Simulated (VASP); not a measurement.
# Cr (P6_3/mmc) in VASP: a series of runs

Cr is run at these levels: PBE; tasks: single point.

All numbers are computed with VASP 6.6.1; they aren't measurements. Logs are shortened: lines on timing, memory, paths and dates and some standing lists are left out, and cuts for length are marked.

## 1. The cell of the first run

It takes space group P6_3/mmc (No. 194, hexagonal). Conventional cell: a = 2.426 Å, b = 2.426 Å, c = 4.305 Å, α = 90.00°, β = 90.00°, γ = 120.00°. Cr (site symmetry -6m2) has 12 Cr at 2.43 to 2.57 Å within 3.2 Å.

## 2. Single point, PBE (volume scaled by 0.92)

INCAR reads:

```
SYSTEM = Cr
PREC = Accurate
ENCUT = 520
EDIFF = 1E-7
ISMEAR = -1
SIGMA = 0.1
LREAL = .FALSE.
LASPH = .TRUE.
NELM = 80
ALGO = Normal
ISIF = 2
LWAVE = .FALSE.
LCHARG = .FALSE.
GGA = PE
NBANDS = 19
```

KPOINTS reads:

```
Automatic mesh
0
G
  17 17 9
  0 0 0
```

POSCAR reads:

```
Cr
1.0
    2.4262994230      0.0000000000      0.0000000000
   -1.2131497115      2.1012369376      0.0000000000
    0.0000000000      0.0000000000      4.3048677147
Cr
2
Direct
    0.3333333333      0.6666666667      0.2500000000
    0.6666666667      0.3333333333      0.7500000000
```

Potentials or basis: VASP PAW PBE potentials, release 64 (Cr_pv).

Launch:

```
$ cat potpaw_PBE.64/Cr_pv/POTCAR > POTCAR
$ mpirun -np 1 vasp_std > vasp.out
```

OUTCAR:

```text
SYSTEM = Cr
   PREC = Accurate
   ENCUT = 520
   EDIFF = 1E-7
   ISMEAR = -1
   LREAL = .FALSE.
   LASPH = .TRUE.
   NELM = 80
   ISIF = 2
   GGA = PE

 ion  position               nearest neighbor table
   1  0.333  0.667  0.250-   2 2.57   2 2.57   2 2.57   2 2.57   2 2.57   2 2.57
   2  0.667  0.333  0.750-   1 2.57   1 2.57   1 2.57   1 2.57   1 2.57   1 2.57

  LATTYP: Found a hexagonal cell.
 ALAT       =     2.4262994230
 C/A-ratio  =     1.7742524578

  Lattice vectors:

 A1 = (   2.4262994230,   0.0000000000,   0.0000000000)
 A2 = (  -1.2131497115,   2.1012369376,   0.0000000000)
 A3 = (   0.0000000000,   0.0000000000,   4.3048677147)

Analysis of symmetry for initial positions (statically):
=====================================================================
 Subroutine PRICEL returns:
 Original cell was already a primitive cell.

 Routine SETGRP: Setting up the symmetry group for a
 hexagonal supercell.

 Subroutine GETGRP returns: Found 24 space group operations
 (whereof 12 operations were pure point group operations)
 out of a pool of 24 trial point group operations.

The static configuration has the point symmetry D_3d.
 The point group associated with its full space group is D_6h.

Analysis of symmetry for dynamics (positions and initial velocities):
=====================================================================
 Subroutine PRICEL returns:
 Original cell was already a primitive cell.

 Routine SETGRP: Setting up the symmetry group for a
 hexagonal supercell.

 Subroutine GETGRP returns: Found 24 space group operations
 (whereof 12 operations were pure point group operations)
 out of a pool of 24 trial point group operations.

The dynamic configuration has the point symmetry D_3d.
 The point group associated with its full space group is D_6h.

 Subroutine INISYM returns: Found 24 space group operations
 (whereof 12 operations are pure point group operations),
 and found     1 'primitive' translations

----------------------------------------------------------------------------------------

                                     Primitive cell

  volume of cell :      21.9472

  direct lattice vectors                    reciprocal lattice vectors
     2.426299423  0.000000000  0.000000000     0.412150286  0.237955078  0.000000000
    -1.213149712  2.101236938  0.000000000     0.000000000  0.475910157  0.000000000
     0.000000000  0.000000000  4.304867715     0.000000000  0.000000000  0.232295175

  length of vectors
     2.426299423  2.426299423  4.304867715     0.475910157  0.475910157  0.232295175

  position of ions in fractional coordinates (direct lattice)
     0.333333333  0.666666667  0.250000000
     0.666666667  0.333333333  0.750000000

  ion indices of the primitive-cell ions
   primitive index   ion index
                 1           1
                 2           2

----------------------------------------------------------------------------------------

 KPOINTS: Automatic mesh

Automatic generation of k-mesh.
 Grid dimensions read from file:
 generate k-points for:   17   17    9

 Generating k-lattice:

  Cartesian coordinates                     Fractional coordinates (reciprocal lattice)
     0.024244134  0.013997358  0.000000000     0.058823529 -0.000000000  0.000000000
     0.000000000  0.027994715  0.000000000     0.000000000  0.058823529  0.000000000
     0.000000000  0.000000000  0.025810575     0.000000000  0.000000000  0.111111111

  Length of vectors
     0.027994715  0.027994715  0.025810575

  Shift w.r.t. Gamma in fractional coordinates (k-lattice)
     0.000000000  0.000000000  0.000000000

 Subroutine IBZKPT returns following result:
 ===========================================

 Found    165 irreducible k-points:

 Following reciprocal coordinates:
            Coordinates               Weight
  0.000000  0.000000  0.000000      1.000000
  0.058824 -0.000000  0.000000      6.000000
  0.117647  0.000000  0.000000      6.000000
  0.176471 -0.000000  0.000000      6.000000
  0.235294  0.000000  0.000000      6.000000
  0.294118  0.000000  0.000000      6.000000
[... 16 lines left out ...]
  0.411765  0.117647  0.000000     12.000000
  0.176471  0.176471  0.000000      6.000000
 [... further k-points ...]
   k-points           NKPTS =    165   k-points in BZ     NKDIM =    165   number of bands    NBANDS=     19
   number of dos      NEDOS =    301   number of ions     NIONS =      2
   total plane-waves  NPLWV =  10368
   dimension x,y,z NGX =    18 NGY =   18 NGZ =   32
   dimension x,y,z NGXF=    36 NGYF=   36 NGZF=   64
   ions per type =               2
   NGX,Y,Z   is equivalent  to a cutoff of  12.33, 12.33, 12.36 a.u.
   NGXF,Y,Z  is equivalent  to a cutoff of  24.67, 24.67, 24.72 a.u.
 SYSTEM =  Cr
   PREC   = accura    normal or accurate (medium, high low for compatibility)
   ISTART =      0    job   : 0-new  1-cont  2-samecut
   ICHARG =      2    charge: 1-file 2-atom 10-const
   ISPIN  =      1    spin polarized calculation?
   LNONCOLLINEAR =      F non collinear calculations
   LSORBIT =      F    spin-orbit coupling
   LASPH  =      T    aspherical Exc in radial PAW
   ENCUT  =  520.0 eV  38.22 Ry    6.18 a.u.   4.51  4.51  8.00*2*pi/ulx,y,z
   NELM   =     80;   NELMIN=  2; NELMDL= -5     # of ELM steps
   EDIFF  = 0.1E-06   stopping-criterion for ELM
   LREAL  =      F    real-space projection
   EDIFFG = 0.1E-05   stopping-criterion for IOM
   NSW    =      0    number of steps for IOM
   IBRION =     -1    ionic relax: 0-MD 1-quasi-New 2-CG
   NFREE  =      0    steps in history (QN), initial steepest desc. (CG)
   ISIF   =      2    stress and relaxation
   ISYM   =      2    0-nonsym 1-usesym 2-fastsym
   POTIM  = 0.5000    time-step for ionic-motion
   TEBEG  =    0.0;   TEEND  =   0.0 temperature during run
   PSTRESS=    0.0 pullay stress
   NELECT =      24.0000    total number of electrons
   NUPDOWN=      -1.0000    fix difference up-down
   EMIN   =  10.00;   EMAX   =-10.00  energy-range for DOS
   EFERMI =   0.00;   METHOD = LEGACY
   ISMEAR =    -1;   SIGMA  =   0.10  broadening in eV -4-tet -1-fermi 0-gaus
   EFERMI_NEDOS =   21; number of points for ismear=-14 and -15
   IALGO  =     38    algorithm
   IMIX   =      4    mixing-type and parameters
     AMIX     =   0.40;   BMIX     =  1.00
     AMIX_MAG =   1.60;   BMIX_MAG =  1.00
  volume/ion in A,a.u.               =      10.97        74.05
  Fermi-wavevector in a.u.,A,eV,Ry     =   1.686626  3.187261 38.704600  2.844708
  Thomas-Fermi vector in A             =   2.769257
   LORBIT       =      0    0 simple, 1 ext, 2 COOP (PROOUT), +10 PAW based schemes
   GGA     = PE    functional components
   LHFCALC =     F    Hartree Fock is set to
   AEXX    =    0.0000 exact exchange contribution
   IVDW    =     0    specifies the selected vdW correction
   LEPSILON=     F    determine dielectric tensor
   LRPA    =     F    only Hartree local field effects (RPA)
 non-spin polarized calculation
  energy-cutoff  :      520.00
  volume of cell :       21.95
 maximum number of plane-waves:       606
 NGX is ok and might be reduce to    18
   NGX =  9   NGY =  9   NGZ = 17

 number of electron      24.0000003 magnetization

 Free energy of the ion-electron system (eV)
  ---------------------------------------------------
  ext. energy  EPLUGINS =         0.00000000
  ---------------------------------------------------
  free energy    TOTEN  =       -18.15230055 eV

  energy without entropy =      -18.05450925  energy(sigma->0) =      -18.10340490

 E-fermi :  11.5470     XC(G=0): -13.9500

 val. band max:       11.5463869688   @ k =   0.3529   0.2353   0.0000
 cond. band min:      11.5543395779   @ k =   0.0588   0.0588   0.3333
 fundamental gap:      0.0079526091
 Fermi energy:        11.5470441014

 k-point     1 :       0.0000    0.0000    0.0000
  band No.  band energies     occupation
      1     -31.7914      2.00000
      2     -30.8987      2.00000
      3     -30.7566      2.00000
      4     -30.7566      2.00000
      5     -30.6709      2.00000
      6     -30.6709      2.00000
[... 11 lines left out ...]
     18      13.9855      0.00000
     19      19.0898      0.00000

 k-point     2 :       0.0588   -0.0000    0.0000
  band No.  band energies     occupation
      1     -31.7790      2.00000
      2     -30.9001      2.00000
      3     -30.7930      2.00000
      4     -30.7665      2.00000
      5     -30.7082      2.00000
      6     -30.6773      2.00000
[... 11 lines left out ...]
     18      14.4406      0.00000
     19      19.0898      0.00000

 k-point     3 :       0.1176    0.0000    0.0000
  band No.  band energies     occupation
      1     -31.7428      2.00000
      2     -30.9046      2.00000
      3     -30.8975      2.00000
      4     -30.8137      2.00000
      5     -30.7946      2.00000
      6     -30.6959      2.00000
[... 11 lines left out ...]
     18      15.4076      0.00000
     19      19.0898      0.00000

 k-point     4 :       0.1765   -0.0000    0.0000
  band No.  band energies     occupation
      1     -31.6859      2.00000
      2     -31.0557      2.00000
      3     -30.9702      2.00000
      4     -30.9134      2.00000
      5     -30.8362      2.00000
      6     -30.7248      2.00000
[... 11 lines left out ...]
     18      16.5642      0.00000
     19      19.0899      0.00000

 k-point     5 :       0.2353    0.0000    0.0000
  band No.  band energies     occupation
      1     -31.6131      2.00000
      2     -31.2460      2.00000
      3     -31.1538      2.00000
      4     -30.9279      2.00000
      5     -30.8853      2.00000
      6     -30.7603      2.00000
[... 11 lines left out ...]
     18      17.8131      0.00000
     19      19.0903      0.00000

 k-point     6 :       0.2941    0.0000    0.0000
  band No.  band energies     occupation
      1     -31.5310      2.00000
      2     -31.4419      2.00000
      3     -31.3388      2.00000
      4     -30.9496      2.00000
      5     -30.9351      2.00000
      6     -30.7976      2.00000
[... 11 lines left out ...]
     18      19.0910      0.00000
     19      19.1107      0.00000

 k-point     7 :       0.3529   -0.0000    0.0000
  band No.  band energies     occupation
      1     -31.6166      2.00000
      2     -31.5017      2.00000
      3     -31.4476      2.00000
      4     -30.9792      2.00000
      5     -30.9783      2.00000
      6     -30.8314      2.00000
[... 11 lines left out ...]
     18      19.0922      0.00000
     19      19.0966      0.00000

 k-point     8 :       0.4118    0.0000    0.0000
  band No.  band energies     occupation
      1     -31.7469      2.00000
      2     -31.6224      2.00000
      3     -31.3738      2.00000
      4     -31.0119      2.00000
      5     -31.0109      2.00000
      6     -30.8570      2.00000
[... 256 lines left out ...]
 k-point    20 :       0.2353    0.1176    0.0000
  band No.  band energies     occupation
      1     -31.5044      2.00000
      2     -31.4407      2.00000
      3     -31.3730      2.00000
      4     -30.9804      2.00000
      5     -30.9575      2.00000
      6     -30.8662      2.00000
[... 11 lines left out ...]
     18      19.0916      0.00000
     19      19.0971      0.00000

 k-point    21 :       0.2941    0.1176    0.0000
  band No.  band energies     occupation
      1     -31.5958      2.00000
      2     -31.5001      2.00000
      3     -31.4235      2.00000
      4     -31.0426      2.00000
      5     -30.9875      2.00000
      6     -30.9104      2.00000
[... 11 lines left out ...]
     18      19.0927      0.00000
     19      19.0967      0.00000

 k-point    22 :       0.3529    0.1176    0.0000
  band No.  band energies     occupation
      1     -31.7111      2.00000
      2     -31.5950      2.00000
      3     -31.3507      2.00000
      4     -31.0893      2.00000
      5     -31.0217      2.00000
      6     -30.9435      2.00000
[... 11 lines left out ...]
     18      19.0930      0.00000
     19      19.0958      0.00000

 k-point    23 :       0.4118    0.1176    0.0000
  band No.  band energies     occupation
      1     -31.7724      2.00000
      2     -31.6456      2.00000
      3     -31.3029      2.00000
      4     -31.1143      2.00000
      5     -31.0489      2.00000
      6     -30.9613      2.00000
[... 11 lines left out ...]
     18      19.0511      0.00000
     19      19.0951      0.00000

 k-point    24 :       0.1765    0.1765    0.0000
  band No.  band energies     occupation
      1     -31.5120      2.00000
      2     -31.3804      2.00000
      3     -31.3740      2.00000
      4     -30.9808      2.00000
      5     -30.9550      2.00000
      6     -30.8884      2.00000
[... 11 lines left out ...]
     18      19.0916      0.00000
     19      19.0972      0.00000

 [... further k-points ...]

------------------------ aborting loop because EDIFF is reached ----------------------------------------

  FORCE on cell =-STRESS in cart. coord.  units (eV):
  Direction    XX          YY          ZZ          XY          YZ          ZX
  --------------------------------------------------------------------------------------
  -------------------------------------------------------------------------------------
  Total        3.1098771      3.1098771      3.1085492      0.0000000     -0.0000000      0.0000000
  in kB      227.0254674    227.0254674    226.9285288      0.0000000     -0.0000000      0.0000000
  external PRESSURE =     226.9931545 kB  Pullay stress =       0.0000000 kB

 VOLUME and BASIS-vectors are now :
 -----------------------------------------------------------------------------
  energy-cutoff  :      520.00
  volume of cell :       21.95
      direct lattice vectors                 reciprocal lattice vectors
     2.426299423  0.000000000  0.000000000     0.412150286  0.237955078  0.000000000
    -1.213149712  2.101236938  0.000000000     0.000000000  0.475910157  0.000000000
     0.000000000  0.000000000  4.304867715     0.000000000  0.000000000  0.232295175

 POSITION                                       TOTAL-FORCE (eV/Angst)
 -----------------------------------------------------------------------------------
     -0.00000      1.40082      1.07622         0.000000     -0.000000      0.000000
      1.21315      0.70041      3.22865        -0.000000      0.000000      0.000000
 -----------------------------------------------------------------------------------
    total drift:                               -0.000000      0.000000     -0.000000

  FREE ENERGIE OF THE ION-ELECTRON SYSTEM (eV)
  ---------------------------------------------------
  free  energy   TOTEN  =       -18.1523005491 eV

  energy  without entropy=      -18.0545092514  energy(sigma->0) =      -18.10340490
```

It took 29 s on 1 thread of Intel Xeon Platinum 8559C (Emerald Rapids), shared host; peak memory 0.16 GiB.

What came out:

| Quantity | Value |
| --- | --- |
| Free energy | -18.1523 eV |
| Pressure | 22.7 GPa |
| Band gap on the k mesh | zero (band 12 reaches 12.54 eV, above the bottom of band 13 at 11.19 eV) |

Caveat: the run has no spin polarisation, though such a crystal can be magnetic.

[end of part 1 of 2]
